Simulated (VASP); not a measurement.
Wanted: the native input for a VASP 6.6.1 run.

```
Task                   : single point
Functional             : r2SCAN
Potentials or basis    : VASP PAW PBE potentials, release 64 (Ti_sv)
Cutoff                 : 520 eV
k mesh                 : 11 × 11 × 11
Occupations            : fermi-dirac, width 0.05 eV
Spin                   : no spin polarisation
Dipole correction      : no
Further INCAR settings : ALGO = Normal; EDIFF = 1e-07; NBANDS = 12
```

The system is Ti.

```
CELL_PARAMETERS angstrom
0.00000 2.00256 2.00256
2.00256 0.00000 2.00256
2.00256 2.00256 0.00000
ATOMIC_POSITIONS crystal
Ti 0.00000 0.00000 0.00000
```

This isn't the form of Ti at room conditions, which is hcp.

The input as run:

POSCAR

```
Ti
1.0
    0.0000000000      2.0025642044      2.0025642044
    2.0025642044      0.0000000000      2.0025642044
    2.0025642044      2.0025642044      0.0000000000
Ti
1
Direct
    0.0000000000      0.0000000000      0.0000000000
```

INCAR.step1

```
SYSTEM = Ti
PREC = Accurate ; ENCUT = 520
ISMEAR = -1 ; SIGMA = 0.05
LREAL = .FALSE. ; LASPH = .TRUE.
NELM = 80 ; NBANDS = 12
GGA = PE ; ALGO = Normal
EDIFF = 1E-4 ; LWAVE = .TRUE.
LCHARG = .FALSE.
```

INCAR.step2

```
SYSTEM = Ti
PREC = Accurate ; ENCUT = 520
EDIFF = 1E-7 ; ISMEAR = -1
SIGMA = 0.05 ; LREAL = .FALSE.
LASPH = .TRUE. ; NELM = 80
ALGO = Normal ; ISIF = 2
LWAVE = .FALSE. ; LCHARG = .TRUE.
METAGGA = R2SCAN ; LMIXTAU = .TRUE.
LELF = .TRUE. ; LVHAR = .TRUE.
NBANDS = 12 ; ISTART = 1
```

KPOINTS

```
Automatic mesh
0
G
  11 11 11
  0 0 0
```

Potentials or basis: VASP PAW PBE potentials, release 64 (Ti_sv).

Run with:

```console
$ cat potpaw_PBE.64/Ti_sv/POTCAR > POTCAR
$ cp INCAR.step1 INCAR
$ mpirun -np 1 vasp_std > vasp.out
$ cp INCAR.step2 INCAR
$ mpirun -np 1 vasp_std > vasp.out
```

It gave:

```
Pressure               : 10.0 GPa
Band gap on the k mesh : zero (bands 6 and 7 overlap by 1.38 eV)
```

Caveat: the cell stands under pressure; the PAW data sets were made with another functional, which shifts forces and pressure a little.

It took 42 s on 1 thread of AMD EPYC 9R45 (Zen 5), with other jobs on the host, peak memory 0.11 GiB.
